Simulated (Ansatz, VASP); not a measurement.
Two plane-wave programs on Fe

```xyz
1
Lattice="-1.4898 1.4898 1.4898 1.4898 -1.4898 1.4898 1.4898 1.4898 -1.4898" Properties=species:S:1:pos:R:3 pbc="T T T"
Fe    0.0000    0.0000    0.0000
```

Alike in both runs: task single point; functional r2SCAN; k mesh 25 × 25 × 25; occupations fermi-dirac, width 0.05 eV; collinear spin.

|  | VASP | Ansatz |
| --- | --- | --- |
| version | VASP 6.6.1 | Ansatz 0.2.0 |
| potentials or method | VASP PAW PBE potentials, release 64 (Fe), cutoff 520 eV | plane waves (500 eV) with PAW, scalar-relativistic |
| valence electrons in the cell | 8 | 16 |

|  | VASP | Ansatz | Ansatz less VASP |
| --- | --- | --- | --- |
| pressure (GPa) | -15.6 | -15.4 | +0.29 |
| net moment per atom (μB) | 2.78 | 2.79 | +0.006 |
| size of the moment on the site where the two differ most (μB) | 2.89 | 2.97 | +0.078 |

VASP's potentials were made for PBE, not for r2SCAN. Site moments also hang on the region over which each program counts them. With one functional, cell and mesh, what is left measures potentials, basis and numerics. VASP's potentials hold 8 valence electrons a cell and Ansatz's 16, so a difference there can come from the potentials and not from the codes. Ansatz's warnings: stability check not made.
